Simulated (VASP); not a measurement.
# I (Fd-3m) in VASP: notebook, part 2 of 2

VASP 6.6.1. Earlier steps stand in the parts before.

### 4 Relaxation of cell and atoms, PBE, target pressure 30 GPa, at which the enthalpy is minimised

INCAR

```
SYSTEM = I
PREC     = Accurate       ! precision mode
ENCUT    = 600            ! plane-wave cutoff, eV
EDIFF    = 1E-6           ! SCF threshold, eV
ISMEAR   = -1             ! smearing method
SIGMA    = 0.05           ! smearing width, eV
LREAL    = .False.        ! projectors in reciprocal space
LASPH    = .True.         ! aspherical terms in the spheres
NELM     = 80             ! most SCF steps
ALGO     = Normal         ! electronic algorithm
ISIF     = 3              ! what is computed and relaxed
LWAVE    = .False.        ! write WAVECAR
LCHARG   = .False.        ! write CHGCAR
GGA      = PE             ! functional
IBRION   = 2              ! ionic algorithm
NSW      = 80             ! ionic steps
EDIFFG   = -0.01          ! ionic threshold
PSTRESS  = 300.0
```

KPOINTS

```
Automatic mesh
0
Gamma
  10 10 10
  0 0 0
```

POSCAR

```
I
1.0
    0.0000000000      3.4950000000      3.4950000000
    3.4950000000      0.0000000000      3.4950000000
    3.4950000000      3.4950000000      0.0000000000
I
2
Direct
    0.0000000000      0.0000000000      0.0000000000
    0.2500000000      0.2500000000      0.2500000000
```

Command:

```sh
$ cat potpaw_PBE.64/I/POTCAR > POTCAR
$ mpirun -np 1 vasp_std > vasp.out
```

Wall time 5.7 min (1 thread of Intel Xeon Platinum 8375C at 2.90GHz (Ice Lake), shared host); peak memory 0.27 GiB.

It converged, with:

```
Free energy                                            : 1.0159 eV
Relaxed volume                                         : 32.24 Å³/atom
Relaxed cell                                           : a = 4.501 Å, b = 4.501 Å, c = 4.501 Å, α = 60.00°, β = 60.00°, γ = 60.00°
Space group after relaxing (to 0.05 Å)                 : Fd-3m (No. 227)
Energy change on relaxing (the enthalpy is what falls) : +1136.2 meV/atom
Ionic steps                                            : 17
Pressure after relaxing                                : 30.0 GPa
Band gap on the k mesh                                 : zero (band 7 reaches 8.58 eV, above the bottom of band 8 at 4.78 eV)
```

The path:
```tsv
step	energy change (eV)	largest force (eV/Å)	pressure (GPa)	volume (Å³)
1	0.0000	0.0000	8.89	85.38
2	22.0362	0.0000	275.03	33.04
3	1.6851	0.0000	24.58	67.94
4	1.9888	0.0000	27.37	66.06
5	2.2774	0.0000	30.05	64.45
6	2.2067	0.0000	29.40	64.83
7	2.2106	0.0000	29.43	64.81
8	2.2224	0.0000	29.54	64.75
9	2.2225	0.0000	29.54	64.74
10	2.2231	0.0000	29.54	64.74
11	2.2241	0.0000	29.54	64.74
12	2.2262	0.0000	29.57	64.72
13	2.2305	0.0000	29.61	64.70
14	2.2390	0.0000	29.69	64.66
15	2.2560	0.0000	29.85	64.56
16	2.2903	0.0000	30.17	64.38
17	2.2723	0.0000	30.01	64.48
```

Final structure:
```cif
data_structure
_symmetry_space_group_name_H-M 'P 1'
_symmetry_Int_Tables_number 1
_cell_length_a 4.5010
_cell_length_b 4.5010
_cell_length_c 4.5010
_cell_angle_alpha 60.000
_cell_angle_beta 60.000
_cell_angle_gamma 60.000
_cell_volume 64.48
loop_
_atom_site_label
_atom_site_type_symbol
_atom_site_fract_x
_atom_site_fract_y
_atom_site_fract_z
_atom_site_occupancy
I1 I 0.00000 0.00000 0.00000 1
I2 I 0.25000 0.25000 0.25000 1
```

Levels at points of the mesh, in eV from the Fermi level:
| k point | band 4 | band 5 | band 6 | band 7 | band 8 | band 9 | band 10 | band 11 |
| --- | --- | --- | --- | --- | --- | --- | --- | --- |
| (0.00, 0.00, 0.00) | -5.51 | -5.51 | -2.44 | -2.44 | -2.44 | 3.13 | 5.22 | 5.22 |
| (0.50, 0.00, 0.00) | -6.30 | -5.70 | -1.18 | -1.18 | 1.13 | 5.09 | 5.21 | 5.93 |
| (0.50, 0.50, 0.00) | -7.15 | -3.41 | -3.41 | 1.37 | 1.37 | 4.79 | 4.79 | 7.25 |

Caveat: the cell is relaxed towards a set pressure, so the enthalpy falls and the energy may rise; the volume moved by over 15 % at a fixed basis, so the end points are rough; spin-orbit coupling is left out, which moves the levels of the heavy elements.

### 5 Relaxation of cell and atoms, PBE, target pressure 45 GPa, at which the enthalpy is minimised

INCAR

```
PREC = Accurate ; ENCUT = 600
EDIFF = 1E-6 ; ISMEAR = -1
SIGMA = 0.05 ; LREAL = F
LASPH = T ; NELM = 80
ALGO = Normal ; ISIF = 3
LWAVE = F ; LCHARG = F
GGA = PE ; IBRION = 2
NSW = 80 ; EDIFFG = -0.01
PSTRESS = 450.0
```

KPOINTS

```
Automatic mesh
0
Gamma
  10 10 10
```

POSCAR is that of step 4.

Command:

```sh
$ cat potpaw_PBE.64/I/POTCAR > POTCAR
$ mpirun -np 1 vasp_std > vasp.out
```

Wall time 6.4 min (1 thread of Intel Xeon Platinum 8375C at 2.90GHz (Ice Lake), shared host); peak memory 0.31 GiB.

Results (log left out):

- Free energy: 2.6133 eV
- Relaxed volume: 28.78 Å³/atom
- Relaxed cell: a = 4.334 Å, b = 4.334 Å, c = 4.334 Å, α = 60.00°, β = 60.00°, γ = 60.00°
- Space group after relaxing (to 0.05 Å): Fd-3m (No. 227)
- Energy change on relaxing (the enthalpy is what falls): +1934.9 meV/atom
- Ionic steps: 9
- Pressure after relaxing: 45.0 GPa
- Band gap on the k mesh: zero (band 7 reaches 10.57 eV, above the bottom of band 8 at 6.03 eV)

The path:
```tsv
step	energy change (eV)	largest force (eV/Å)	pressure (GPa)	volume (Å³)
1	0.0000	0.0000	8.89	85.38
2	166.6842	0.0000	3725.07	13.14
3	0.4757	0.0000	13.40	78.45
4	0.9652	0.0000	17.93	73.41
5	4.3555	0.0000	49.69	55.91
6	3.8049	0.0000	44.39	57.79
7	3.9400	0.0000	45.67	57.31
8	3.7016	0.0000	43.41	58.16
9	3.8697	0.0000	45.01	57.55
```

Final structure:
```xyz
2
Lattice="0.0000 3.0644 3.0644 3.0644 0.0000 3.0644 3.0644 3.0644 0.0000" Properties=species:S:1:pos:R:3 pbc="T T T"
I     0.0000    0.0000    0.0000
I     1.5322    1.5322    1.5322
```

Levels at points of the mesh, in eV from the Fermi level:
| k point | band 5 | band 6 | band 7 | band 8 | band 9 | band 10 |
| --- | --- | --- | --- | --- | --- | --- |
| (0.00, 0.00, 0.00) | -6.06 | -2.75 | -2.75 | -2.75 | 2.89 | 4.97 |
| (0.50, 0.00, 0.00) | -6.05 | -1.36 | -1.36 | 1.70 | 4.86 | 5.16 |
| (0.50, 0.50, 0.00) | -3.72 | -3.72 | 1.79 | 1.79 | 4.95 | 4.95 |

Caveat: the cell is relaxed towards a set pressure, so the enthalpy falls and the energy may rise; the volume moved by over 15 % at a fixed basis, so the end points are rough; spin-orbit coupling is left out, which moves the levels of the heavy elements.

### 6 Overview

| cell | gap on the mesh (eV) | pressure (GPa) |
| --- | --- | --- |
| relaxed | none | 0.0 |
| relaxed to 15 GPa | none | 15.0 |
| relaxed to 30 GPa | none | 30.0 |
| relaxed to 45 GPa | none | 45.0 |

Alike in all rows: task relaxation of cell and atoms; level PBE; potentials or basis VASP PAW PBE potentials, release 64 (I); no spin polarisation; k mesh 10 × 10 × 10; cutoff (eV) 600; smearing fermi-dirac 0.05 eV.

Caveats: spin-orbit coupling is left out, which moves the levels of the heavy elements; the volume moved by over 15 % at a fixed basis, so the end points are rough (some runs); the cell is relaxed towards a set pressure, so the enthalpy falls and the energy may rise (some runs).

Total energies depend on the potentials used, so only differences within one code and one set of settings carry meaning.
